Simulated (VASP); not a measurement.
# Hf2W (P6/mmm) in VASP: further runs, part 2 of 2

VASP 6.6.1. Earlier steps stand in the parts before.

## 3. Relaxation of cell and atoms, PBE

This run uses another cell than the first one, of 19.35 Å³/atom.

INCAR reads:

```
PREC     = Accurate       # precision mode
ENCUT    = 600            # plane-wave cutoff, eV
EDIFF    = 1E-6           # SCF threshold, eV
ISMEAR   = 0              # smearing method
SIGMA    = 0.1            # smearing width, eV
LREAL    = F              # projectors in reciprocal space
LASPH    = T              # aspherical terms in the spheres
NELM     = 60             # most SCF steps
ALGO     = Normal         # electronic algorithm
ISIF     = 3              # what is computed and relaxed
LWAVE    = F              # write WAVECAR
LCHARG   = F              # write CHGCAR
GGA      = PE             # functional
IBRION   = 2              # ionic algorithm
NSW      = 90             # ionic steps
EDIFFG   = -0.04          # ionic threshold
```

KPOINTS reads:

```
regular mesh
0
Gamma
  6 6 6
```

POSCAR reads:

```
Hf2W
1.0
    4.8942875649      0.0000000000      0.0000000000
   -2.4471437824      4.2385773646      0.0000000000
    0.0000000000      0.0000000000      2.7977943053
Hf W
2 1
Direct
    0.3333333333      0.6666666667      0.5000000000
    0.6666666667      0.3333333333      0.5000000000
    0.0000000000      0.0000000000      0.0000000000
```

Potentials or basis: VASP PAW PBE potentials, release 64 (Hf_pv, W_sv).

Run with:

```sh
> cat potpaw_PBE.64/Hf_pv/POTCAR potpaw_PBE.64/W_sv/POTCAR > POTCAR
> mpirun -np 1 vasp_std > vasp.out
```

OUTCAR:

```text
PREC = Accurate
   ENCUT = 600
   EDIFF = 1E-6
   ISMEAR = 0
   LREAL = F
   LASPH = T
   NELM = 60
   ISIF = 3
   GGA = PE
   IBRION = 2
   NSW = 90
   EDIFFG = -0.04

 ion  position               nearest neighbor table
   1  0.333  0.667  0.500-   2 2.83   2 2.83   2 2.83   3 3.15   3 3.15   3 3.15   3 3.15   3 3.15
                             3 3.15
   2  0.667  0.333  0.500-   1 2.83   1 2.83   1 2.83   3 3.15   3 3.15   3 3.15   3 3.15   3 3.15
                             3 3.15
   3  0.000  0.000  0.000-   1 3.15   2 3.15   1 3.15   2 3.15   1 3.15   1 3.15   2 3.15   2 3.15
                             2 3.15   2 3.15   1 3.15   1 3.15

  LATTYP: Found a hexagonal cell.
 ALAT       =     4.8942875649
 C/A-ratio  =     0.5716448550

  Lattice vectors:

 A1 = (   4.8942875649,   0.0000000000,   0.0000000000)
 A2 = (  -2.4471437824,   4.2385773646,   0.0000000000)
 A3 = (   0.0000000000,   0.0000000000,   2.7977943053)

Analysis of symmetry for initial positions (statically):
=====================================================================
 Subroutine PRICEL returns:
 Original cell was already a primitive cell.

 Routine SETGRP: Setting up the symmetry group for a
 hexagonal supercell.

 Subroutine GETGRP returns: Found 24 space group operations
 (whereof 24 operations were pure point group operations)
 out of a pool of 24 trial point group operations.

The static configuration has the point symmetry D_6h.

Analysis of symmetry for dynamics (positions and initial velocities):
=====================================================================
 Subroutine PRICEL returns:
 Original cell was already a primitive cell.

 Routine SETGRP: Setting up the symmetry group for a
 hexagonal supercell.

 Subroutine GETGRP returns: Found 24 space group operations
 (whereof 24 operations were pure point group operations)
 out of a pool of 24 trial point group operations.

The dynamic configuration has the point symmetry D_6h.

 Subroutine INISYM returns: Found 24 space group operations
 (whereof 24 operations are pure point group operations),
 and found     1 'primitive' translations

----------------------------------------------------------------------------------------

                                     Primitive cell

  volume of cell :      58.0397

  direct lattice vectors                    reciprocal lattice vectors
     4.894287565  0.000000000  0.000000000     0.204319829  0.117964108  0.000000000
    -2.447143782  4.238577365  0.000000000     0.000000000  0.235928217  0.000000000
     0.000000000  0.000000000  2.797794305     0.000000000  0.000000000  0.357424418

  length of vectors
     4.894287565  4.894287565  2.797794305     0.235928217  0.235928217  0.357424418

  position of ions in fractional coordinates (direct lattice)
     0.333333333  0.666666667  0.500000000
     0.666666667  0.333333333  0.500000000
     0.000000000  0.000000000  0.000000000

  ion indices of the primitive-cell ions
   primitive index   ion index
                 1           1
                 2           2
                 3           3

[... 52 lines left out ...]
 [... further k-points ...]
   k-points           NKPTS =     28   k-points in BZ     NKDIM =     28   number of bands    NBANDS=     21
   number of dos      NEDOS =    301   number of ions     NIONS =      3
   total plane-waves  NPLWV =  38400
   dimension x,y,z NGX =    40 NGY =   40 NGZ =   24
   dimension x,y,z NGXF=    80 NGYF=   80 NGZF=   48
   ions per type =               2   1
   NGX,Y,Z   is equivalent  to a cutoff of  13.59, 13.59, 14.26 a.u.
   NGXF,Y,Z  is equivalent  to a cutoff of  27.17, 27.17, 28.52 a.u.
 SYSTEM =  unknown system
   PREC   = accura    normal or accurate (medium, high low for compatibility)
   ISTART =      0    job   : 0-new  1-cont  2-samecut
   ICHARG =      2    charge: 1-file 2-atom 10-const
   ISPIN  =      1    spin polarized calculation?
   LNONCOLLINEAR =      F non collinear calculations
   LSORBIT =      F    spin-orbit coupling
   LASPH  =      T    aspherical Exc in radial PAW
   ENCUT  =  600.0 eV  44.10 Ry    6.64 a.u.   9.78  9.78  5.59*2*pi/ulx,y,z
   NELM   =     60;   NELMIN=  2; NELMDL= -5     # of ELM steps
   EDIFF  = 0.1E-05   stopping-criterion for ELM
   LREAL  =      F    real-space projection
   EDIFFG = -.4E-01   stopping-criterion for IOM
   NSW    =     90    number of steps for IOM
   IBRION =      2    ionic relax: 0-MD 1-quasi-New 2-CG
   NFREE  =      1    steps in history (QN), initial steepest desc. (CG)
   ISIF   =      3    stress and relaxation
   ISYM   =      2    0-nonsym 1-usesym 2-fastsym
   POTIM  = 0.5000    time-step for ionic-motion
   TEBEG  =    0.0;   TEEND  =   0.0 temperature during run
   PSTRESS=    0.0 pullay stress
   NELECT =      34.0000    total number of electrons
   NUPDOWN=      -1.0000    fix difference up-down
   EMIN   =  10.00;   EMAX   =-10.00  energy-range for DOS
   EFERMI =   0.00;   METHOD = LEGACY
   ISMEAR =     0;   SIGMA  =   0.10  broadening in eV -4-tet -1-fermi 0-gaus
   EFERMI_NEDOS =   21; number of points for ismear=-14 and -15
   IALGO  =     38    algorithm
   IMIX   =      4    mixing-type and parameters
     AMIX     =   0.40;   BMIX     =  1.00
     AMIX_MAG =   1.60;   BMIX_MAG =  1.00
  volume/ion in A,a.u.               =      19.35       130.56
  Fermi-wavevector in a.u.,A,eV,Ry     =   1.369807  2.588560 25.529576  1.876371
  Thomas-Fermi vector in A             =   2.495649
   LORBIT       =      0    0 simple, 1 ext, 2 COOP (PROOUT), +10 PAW based schemes
   GGA     = PE    functional components
   LHFCALC =     F    Hartree Fock is set to
   AEXX    =    0.0000 exact exchange contribution
   IVDW    =     0    specifies the selected vdW correction
   LEPSILON=     F    determine dielectric tensor
   LRPA    =     F    only Hartree local field effects (RPA)
 conjugate gradient relaxation of ions
 non-spin polarized calculation
 Gauss-broadening in eV      SIGMA  =   0.10
  energy-cutoff  :      600.00
  volume of cell :       58.04
 maximum number of plane-waves:      1966
 NGX is ok and might be reduce to    40
   NGX = 19   NGY = 19   NGZ = 11

--------------------------------------- Ionic step        1  -------------------------------------------

 number of electron      34.0000005 magnetization

 Free energy of the ion-electron system (eV)
  ---------------------------------------------------
  ext. energy  EPLUGINS =         0.00000000
  ---------------------------------------------------
  free energy    TOTEN  =       -31.79132690 eV

  energy without entropy =      -31.76801574  energy(sigma->0) =      -31.77967132

------------------------ aborting loop because EDIFF is reached ----------------------------------------

  FORCE on cell =-STRESS in cart. coord.  units (eV):
  Direction    XX          YY          ZZ          XY          YZ          ZX
  --------------------------------------------------------------------------------------
  -------------------------------------------------------------------------------------
  Total       -0.1005196     -0.1005196      0.5666139     -0.0000000      0.0000000      0.0000000
  in kB       -2.7748272     -2.7748272     15.6412861     -0.0000000      0.0000000      0.0000000
  external PRESSURE =       3.3638772 kB  Pullay stress =       0.0000000 kB
[... 135 lines left out ...]
--------------------------------------- Ionic step        5  -------------------------------------------

 number of electron      34.0000003 magnetization

 Free energy of the ion-electron system (eV)
  ---------------------------------------------------
  ext. energy  EPLUGINS =         0.00000000
  ---------------------------------------------------
  free energy    TOTEN  =       -31.79303568 eV

  energy without entropy =      -31.76954599  energy(sigma->0) =      -31.78129083

 E-fermi :   6.5108     XC(G=0): -12.1454

 val. band max:        6.5070818949   @ k =   0.3333   0.0000   0.3333
 cond. band min:       6.5232777470   @ k =   0.3333   0.0000   0.1667
 fundamental gap:      0.0161958522
 Fermi energy:         6.5107871841

 k-point     1 :       0.0000    0.0000    0.0000
  band No.  band energies     occupation
      1     -67.1645      2.00000
      2     -31.3375      2.00000
      3     -31.3375      2.00000
      4     -30.9447      2.00000
      5     -24.0742      2.00000
      6     -24.0742      2.00000
[... 565 lines left out ...]
     20       8.4219      0.00000
     21       9.9716      0.00000

 [... further k-points ...]

------------------------ aborting loop because EDIFF is reached ----------------------------------------

  FORCE on cell =-STRESS in cart. coord.  units (eV):
  Direction    XX          YY          ZZ          XY          YZ          ZX
  --------------------------------------------------------------------------------------
  -------------------------------------------------------------------------------------
  Total        0.0054666      0.0054666      0.0078138      0.0000000      0.0000000     -0.0000000
  in kB        0.1507205      0.1507205      0.2154374      0.0000000      0.0000000     -0.0000000
  external PRESSURE =       0.1722928 kB  Pullay stress =       0.0000000 kB
[... 18 lines left out ...]
  FREE ENERGIE OF THE ION-ELECTRON SYSTEM (eV)
  ---------------------------------------------------
  free  energy   TOTEN  =       -31.7930356761 eV

  energy  without entropy=      -31.7695459865  energy(sigma->0) =      -31.78129083

 reached required accuracy - stopping structural energy minimisation
```

Run time: 1.9 min. Hardware: 1 thread of Intel Xeon Platinum 8259CL at 2.50GHz (Skylake/Cascade Lake), shared host; peak memory 0.22 GiB.

Results:

* Free energy: -31.7930 eV
* Relaxed volume: 19.37 Å³/atom
* Relaxed cell: a = 4.884 Å, b = 4.884 Å, c = 2.813 Å, α = 90.00°, β = 90.00°, γ = 120.00°
* Space group after relaxing (to 0.1 Å): P6/mmm (No. 191)
* Energy gained by relaxing: 0.6 meV/atom
* Ionic steps: 5
* Pressure after relaxing: 0.0 GPa
* Band gap on the k mesh: zero (bands 17 and 18 overlap by 2.07 eV)

The path:
| step | energy change (eV) | largest force (eV/Å) | pressure (GPa) | volume (Å³) |
| --- | --- | --- | --- | --- |
| 1 | 0.0000 | 0.0000 | 0.34 | 58.04 |
| 2 | -0.0007 | 0.0000 | -0.75 | 58.38 |
| 3 | -0.0016 | 0.0000 | -0.28 | 58.24 |
| 4 | -0.0016 | 0.0000 | 0.28 | 58.00 |
| 5 | -0.0017 | 0.0000 | 0.02 | 58.11 |

Final structure:
```
CELL_PARAMETERS angstrom
4.88417 0.00000 0.00000
-2.44209 4.22982 0.00000
0.00000 0.00000 2.81281
ATOMIC_POSITIONS crystal
Hf 0.33333 0.66667 0.50000
Hf 0.66667 0.33333 0.50000
W 0.00000 0.00000 0.00000
```

Caveat: the k points lie up to 0.37 Å⁻¹ apart in the final cell, too coarse for converged energies and pressures of a metal; spin-orbit coupling is left out, which moves the levels of the heavy elements.

## 4. Single point, PBE

This run uses another cell than the first one, of 19.40 Å³/atom.

INCAR reads:

```
SYSTEM = Hf2W
ALGO = Fast ; EDIFF = 1E-6
ENCUT = 520 ; GGA = PE
ISIF = 2 ; ISMEAR = 0
LASPH = .TRUE. ; LCHARG = .FALSE.
LREAL = .FALSE. ; LWAVE = .FALSE.
NBANDS = 24 ; NELM = 80
PREC = Accurate ; SIGMA = 0.1
```

KPOINTS reads:

```
k-points
0
G
  12 12 16
  0 0 0
```

POSCAR reads:

```
Hf2W
1.0
    4.8807085697      0.0000000000      0.0000000000
   -2.4403542848      4.2268176099      0.0000000000
    0.0000000000      0.0000000000      2.8206983917
Hf W
2 1
Direct
    0.3333333333      0.6666666667      0.5000000000
    0.6666666667      0.3333333333      0.5000000000
    0.0000000000      0.0000000000      0.0000000000
```

Potentials or basis: VASP PAW PBE potentials, release 64 (Hf_pv, W_sv).

Run with:

```sh
> cat potpaw_PBE.64/Hf_pv/POTCAR potpaw_PBE.64/W_sv/POTCAR > POTCAR
> mpirun -np 1 vasp_std > vasp.out
```

OUTCAR:

```text
SYSTEM = Hf2W
   EDIFF = 1E-6
   ENCUT = 520
   GGA = PE
   ISIF = 2
   ISMEAR = 0
   LASPH = .TRUE.
   LREAL = .FALSE.
   NELM = 80
   PREC = Accurate

 ion  position               nearest neighbor table
   1  0.333  0.667  0.500-   2 2.82   2 2.82   2 2.82   3 3.15   3 3.15   3 3.15   3 3.15   3 3.15
                             3 3.15
   2  0.667  0.333  0.500-   1 2.82   1 2.82   1 2.82   3 3.15   3 3.15   3 3.15   3 3.15   3 3.15
                             3 3.15
   3  0.000  0.000  0.000-   1 3.15   2 3.15   1 3.15   2 3.15   2 3.15   2 3.15   1 3.15   1 3.15
                             2 3.15   2 3.15   1 3.15   1 3.15

[... 848 lines left out ...]
  --------------------------------------------------------------------------------------
  -------------------------------------------------------------------------------------
  Total       -0.2222239     -0.2222239     -0.0913514     -0.0000000      0.0000000      0.0000000
  in kB       -6.1185484     -6.1185484     -2.5152006     -0.0000000      0.0000000      0.0000000
  external PRESSURE =      -4.9174325 kB  Pullay stress =       0.0000000 kB

 VOLUME and BASIS-vectors are now :
 -----------------------------------------------------------------------------
  energy-cutoff  :      520.00
  volume of cell :       58.19
      direct lattice vectors                 reciprocal lattice vectors
     4.880708570  0.000000000  0.000000000     0.204888283  0.118292305  0.000000000
    -2.440354285  4.226817610  0.000000000     0.000000000  0.236584611  0.000000000
     0.000000000  0.000000000  2.820698392     0.000000000  0.000000000  0.354522129

 POSITION                                       TOTAL-FORCE (eV/Angst)
 -----------------------------------------------------------------------------------
     -0.00000      2.81788      1.41035        -0.000000      0.000000      0.000000
      2.44035      1.40894      1.41035         0.000000     -0.000000     -0.000000
      0.00000      0.00000      0.00000        -0.000000      0.000000      0.000000
 -----------------------------------------------------------------------------------
    total drift:                                0.000000     -0.000000     -0.000000

  FREE ENERGIE OF THE ION-ELECTRON SYSTEM (eV)
  ---------------------------------------------------
  free  energy   TOTEN  =       -31.8003501011 eV

  energy  without entropy=      -31.7851964998  energy(sigma->0) =      -31.79277330
```

Run time: 3.6 min. Hardware: 1 thread of Intel Xeon Platinum 8259CL at 2.50GHz (Skylake/Cascade Lake), shared host; peak memory 0.35 GiB.

What came out:

- Free energy: -31.8004 eV
- Pressure: -0.5 GPa
- Band gap on the k mesh: zero (bands 17 and 18 overlap by 2.36 eV)

Stress tensor (GPa, compression positive):
```
-0.61  0.00  0.00
 0.00 -0.61  0.00
 0.00  0.00 -0.25
```

Caveat: spin-orbit coupling is left out, which moves the levels of the heavy elements.

## 5. Relaxation of cell and atoms, PBE

This run uses another cell than the first one, of 19.45 Å³/atom.

INCAR reads:

```
SYSTEM = Hf2W
PREC = Accurate
ENCUT = 600
EDIFF = 1E-6
ISMEAR = 0
SIGMA = 0.1
LREAL = .FALSE.
LASPH = .TRUE.
NELM = 60
ALGO = Fast
ISIF = 3
LWAVE = .FALSE.
LCHARG = .FALSE.
GGA = PE
IBRION = 2
NSW = 100
EDIFFG = -0.01
```

KPOINTS reads:

```
regular mesh
0
G
  12 12 16
  0 0 0
```

POSCAR reads:

```
Hf2W
1.0
    4.8934173423      0.0000000000      0.0000000000
   -2.4467086711      4.2378237297      0.0000000000
    0.0000000000      0.0000000000      2.8134002898
Hf W
2 1
Direct
    0.3333333333      0.6666666667      0.5000000000
    0.6666666667      0.3333333333      0.5000000000
    0.0000000000      0.0000000000      0.0000000000
```

Run with:

```sh
> cat potpaw_PBE.64/Hf_pv/POTCAR potpaw_PBE.64/W_sv/POTCAR > POTCAR
> mpirun -np 1 vasp_std > vasp.out
```

Run time: 12 min. Hardware: 1 thread of Intel Xeon Platinum 8259CL at 2.50GHz (Skylake/Cascade Lake), shared host; peak memory 0.4 GiB.

It converged, with:

```yaml
Free_energy: -31.8016 eV
Relaxed_volume: 19.33 Å³/atom
Relaxed_cell: a = 4.872 Å, b = 4.872 Å, c = 2.821 Å, α = 90.00°, β = 90.00°, γ = 120.00°
Space_group_after_relaxing_to_0.1_Å: P6/mmm (No. 191)
Energy_gained_by_relaxing: 0.7 meV/atom
Ionic_steps: 5
Pressure_after_relaxing: 0.0 GPa
Band_gap_on_the_k_mesh: zero (bands 17 and 18 overlap by 2.37 eV)
```

Step by step:
| step | energy change (eV) | largest force (eV/Å) | pressure (GPa) | volume (Å³) |
| --- | --- | --- | --- | --- |
| 1 | 0.0000 | 0.0000 | -0.85 | 58.34 |
| 2 | 0.0000 | 0.0000 | 1.36 | 57.48 |
| 3 | -0.0019 | 0.0000 | 0.24 | 57.91 |
| 4 | -0.0021 | 0.0000 | -0.15 | 58.04 |
| 5 | -0.0022 | 0.0000 | 0.00 | 57.99 |

Final structure:
```
Hf W
1.0
     4.87216    0.00000    0.00000
    -2.43608    4.21942    0.00000
     0.00000    0.00000    2.82093
Hf W
2 1
Direct
  0.33333 0.66667 0.50000
  0.66667 0.33333 0.50000
  0.00000 0.00000 0.00000
```

Levels at points of the mesh, in eV from the Fermi level:
| k point | band 14 | band 15 | band 16 | band 17 | band 18 | band 19 | band 20 | band 21 |
| --- | --- | --- | --- | --- | --- | --- | --- | --- |
| (0.00, 0.00, 0.00) | -1.30 | -0.97 | -0.91 | -0.91 | -0.15 | 1.65 | 1.65 | 2.17 |
| (0.50, 0.00, 0.00) | -1.68 | -1.03 | -0.71 | -0.64 | -0.03 | 1.14 | 1.65 | 2.30 |
| (0.00, 0.00, 0.50) | -2.80 | -2.80 | -2.10 | 0.99 | 0.99 | 2.46 | 2.46 | 3.64 |
| (0.50, 0.00, 0.50) | -2.39 | -0.68 | -0.61 | -0.45 | 0.14 | 1.02 | 1.74 | 2.88 |

Caveat: spin-orbit coupling is left out, which moves the levels of the heavy elements.

## 6. Overview

| task | cell | k mesh | cutoff (eV) | gap on the mesh (eV) | pressure (GPa) | relaxed volume (Å³/atom) |
| --- | --- | --- | --- | --- | --- | --- |
| relaxation of cell and atoms | relaxed from a = 3.810, b = 3.810, c = 4.114 Å, angles 90.0, 90.0, 120.0°, 3 atoms | 6 × 6 × 4 | 600 | none | 0.0 | 19.28 |
| relaxation of cell and atoms | relaxed from a = 4.894, b = 4.894, c = 2.798 Å, angles 90.0, 90.0, 120.0°, 3 atoms | 6 × 6 × 6 | 600 | none | 0.0 | 19.37 |
| single point | a = 4.881, b = 4.881, c = 2.821 Å, angles 90.0, 90.0, 120.0°, 3 atoms | 12 × 12 × 16 | 520 | none | -0.5 | - |
| relaxation of cell and atoms | relaxed from a = 4.893, b = 4.893, c = 2.813 Å, angles 90.0, 90.0, 120.0°, 3 atoms | 12 × 12 × 16 | 600 | none | 0.0 | 19.33 |

Alike in all rows: level PBE; potentials or basis VASP PAW PBE potentials, release 64 (Hf_pv, W_sv); no spin polarisation; smearing gaussian 0.1 eV.

Caveats: some runs use coarse meshes; spin-orbit coupling is left out, which moves the levels of the heavy elements; a cell axis changed by over 15 % at a fixed basis, so the end point is rough (at least some runs).

Total energies depend on the potentials used, so only differences within one code and one set of settings carry meaning.

The gap in the log of VASP goes by the Fermi energy; the results here count the filled bands.